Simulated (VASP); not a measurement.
Write the native input for VASP 6.6.1 that does the following.

```
Task                   : single point
Functional             : PBE
Potentials or basis    : VASP PAW PBE potentials, release 64 (Ba_sv, Ti_sv, O)
Cutoff                 : 520 eV
k mesh                 : 6 × 6 × 6
Occupations            : gaussian, width 0.01 eV
Spin                   : no spin polarisation
Hubbard terms          : Ti d U = 4.0 eV
Dipole correction      : no
Further INCAR settings : ALGO = Normal; EDIFF = 1e-06; NBANDS = 28
```

The structure of BaTiO3 lies in POSCAR:

```
BaTiO3
1.0
    2.8603720851      1.6514365933      2.3460535783
   -2.8603720851      1.6514365933      2.3460535783
    0.0000000000     -3.3028731867      2.3460535783
Ba Ti O
1 1 3
Direct
    0.0026800181      0.0026800181      0.0026800181
    0.5026800181      0.5026800181      0.5026800181
    0.5026800181      0.5026800181      1.0026800181
    0.5026800181      1.0026800181      0.5026800181
    1.0026800181      0.5026800181      0.5026800181
```

These files were run (other wordings do the same):

INCAR

```
SYSTEM = BaTiO3
ALGO     = Normal         ! electronic algorithm
EDIFF    = 1E-6           ! SCF threshold, eV
ENCUT    = 520            ! plane-wave cutoff, eV
GGA      = PE             ! functional
ISIF     = 2              ! what is computed and relaxed
ISMEAR   = 0              ! smearing method
LASPH    = .True.         ! aspherical terms in the spheres
LCHARG   = .False.        ! write CHGCAR
LDAU     = .True.         ! DFT+U
LDAUJ    = 0 0 0        
LDAUL    = -1 2 -1        ! shell
LDAUPRINT= 1            
LDAUTYPE = 2            
LDAUU    = 0 4 0          ! U, eV
LMAXMIX  = 4              ! l up to which the mixer works
LREAL    = .False.        ! projectors in reciprocal space
LWAVE    = .False.        ! write WAVECAR
NBANDS   = 28             ! bands
NELM     = 150            ! most SCF steps
PREC     = Accurate       ! precision mode
SIGMA    = 0.01           ! smearing width, eV
```

KPOINTS

```
k-points
0
Gamma
  6 6 6
  0 0 0
```

Potentials or basis: VASP PAW PBE potentials, release 64 (Ba_sv, Ti_sv, O).

Run with:

```console
$ cat potpaw_PBE.64/Ba_sv/POTCAR potpaw_PBE.64/Ti_sv/POTCAR potpaw_PBE.64/O/POTCAR > POTCAR
$ mpirun -np 1 vasp_std > vasp.out
```

It gave:

```
Pressure               : 0.7 GPa
Band gap on the k mesh : 2.12 eV (least direct gap 2.33 eV)
```

Caveat: spin-orbit coupling is left out, which moves the levels of the heavy elements.

Wall time 27 s on 1 thread of Intel(R) Xeon(R) 6975P-C (Granite Rapids), with other jobs on the host, peak memory 0.21 GiB.
